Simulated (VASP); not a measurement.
## LiYHg: single point with PBE

The system is LiYHg.

```
Li Y Hg
1.0
     3.53357    0.00000    0.00000
     0.00000    3.53357    0.00000
     0.00000    0.00000    5.55732
Li Y Hg
1 1 1
Direct
  0.00000 0.00000 0.00000
  0.00000 0.00000 0.50000
  0.50000 0.50000 0.00000
```

| Quantity | Value |
| --- | --- |
| Program | VASP 6.6.1 |
| Task | single point |
| Functional | PBE |
| Potentials or basis | VASP PAW PBE potentials, release 64 (Li_sv, Y_sv, Hg) |
| Cutoff | 520 eV |
| k mesh | 14 × 14 × 8 |
| Occupations | gaussian, width 0.1 eV |
| Spin | no spin polarisation |
| Dipole correction | no |
| Further INCAR settings | ALGO = Normal; EDIFF = 1e-07; NBANDS = 20 |

```json
{
  "Band gap on the k mesh": "zero (band 13 reaches 3.45 eV, above the bottom of band 14 at 1.74 eV)"
}
```

Levels at points of the mesh, in eV from the Fermi level:
| k point | band 11 | band 12 | band 13 | band 14 | band 15 | band 16 |
| --- | --- | --- | --- | --- | --- | --- |
| (0.00, 0.00, 0.00) | -6.77 | -1.24 | -1.05 | -0.17 | 2.90 | 2.90 |
| (0.50, 0.00, 0.00) | -4.60 | -2.64 | -0.98 | 0.09 | 2.23 | 2.88 |
| (0.50, 0.50, 0.00) | -2.79 | -0.97 | -0.97 | 0.87 | 0.96 | 0.96 |
| (0.00, 0.00, 0.50) | -6.12 | -3.96 | -0.25 | -0.21 | 1.98 | 1.98 |
| (0.50, 0.00, 0.50) | -4.73 | -1.34 | -0.67 | -0.42 | 0.69 | 2.18 |
| (0.50, 0.50, 0.50) | -2.00 | -1.73 | -1.73 | -1.31 | 0.65 | 3.23 |

Run time: 3.1 min on 1 thread of Intel(R) Xeon(R) Platinum 8259CL CPU @ 2.50GHz (Skylake/Cascade Lake), with other jobs on the host, peak memory 0.41 GiB.

Caveat: spin-orbit coupling is left out, which moves the levels of the heavy elements.
